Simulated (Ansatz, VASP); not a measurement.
**Ge: VASP beside Ansatz**

The input INCAR:

```
ALGO = Normal
EDIFF = 1E-6
ENCUT = 520
GGA = PS
ISIF = 2
ISMEAR = 0
LASPH = True
LCHARG = False
LREAL = False
LWAVE = False
NBANDS = 66
NELM = 80
PREC = Accurate
SIGMA = 0.15
```

KPOINTS

```
k-points
0
Gamma
  11 11 3
```

The input POSCAR:

```
Ge
1.0
   -2.0020822485     -3.4677081753      0.0000000000
    2.0020822485     -3.4677081753      0.0000000000
    0.0000000000      0.0000000000     13.6450496104
Ge
8
Direct
    0.0000000000      0.0000000000      0.1510613874
    0.0000000000      0.0000000000      0.3306169496
    0.0000000000      0.0000000000      0.6327397245
    0.0000000000      0.0000000000      0.8122952867
    0.6666666667      0.6666666667      0.0906896587
    0.3333333333      0.3333333333      0.3909886783
    0.3333333333      0.3333333333      0.5723679957
    0.6666666667      0.6666666667      0.8726670154
```

Input for Ansatz:

```yaml
crystal:
  lattice:
    - [-2.0020822485, -3.4677081753, 0.0]
    - [2.0020822485, -3.4677081753, 0.0]
    - [0.0, 0.0, 13.6450496104]
  atoms:
    - { symbol: Ge, position: [0.0, 0.0, 0.1510613874] }
    - { symbol: Ge, position: [0.0, 0.0, 0.3306169496] }
    - { symbol: Ge, position: [0.0, 0.0, 0.6327397245] }
    - { symbol: Ge, position: [0.0, 0.0, 0.8122952867] }
    - { symbol: Ge, position: [0.6666666667, 0.6666666667, 0.0906896587] }
    - { symbol: Ge, position: [0.3333333333, 0.3333333333, 0.3909886783] }
    - { symbol: Ge, position: [0.3333333333, 0.3333333333, 0.5723679957] }
    - { symbol: Ge, position: [0.6666666667, 0.6666666667, 0.8726670154] }
basis:
  ecutwfc: 420
kpoints:
  mp_grid: { grid: [11, 11, 3] }
hamiltonian:
  xc: pbesol
scf:
  occupations: { method: gaussian, width: 0.15 }
output:
  forces: true
  stress: true
  eigenvalues: true
```

Alike in both runs: task single point; functional PBEsol; k mesh 11 × 11 × 3; occupations gaussian, width 0.15 eV; no spin polarisation.

|  | VASP | Ansatz |
| --- | --- | --- |
| version | VASP 6.6.1 | Ansatz 0.2.0 |
| potentials or method | VASP PAW PBE potentials, release 64 (Ge_d), cutoff 520 eV | scalar-relativistic, plane waves, PAW |
| valence electrons in the cell | 112 | 112 |

|  | VASP | Ansatz | Ansatz less VASP |
| --- | --- | --- | --- |
| gap on the k mesh at the Fermi level (eV) | none | none | - |
| pressure (GPa) | -1.1 | -1.0 | +0.11 |
| traceless stress, the component that is largest in VASP (GPa) | -2.34 | -2.35 | -0.004 |
| rms of the force components (eV/Å) | 0.347 | 0.348 | +0.0008 |

VASP's potentials were made for PBE, not for PBEsol. Atom by atom the forces differ by 0.001 eV/Å (rms over components). A gap of «none» marks a metal or a gap that the smearing closes. The functional is the same, so the differences come from potentials, cutoffs and numerics.
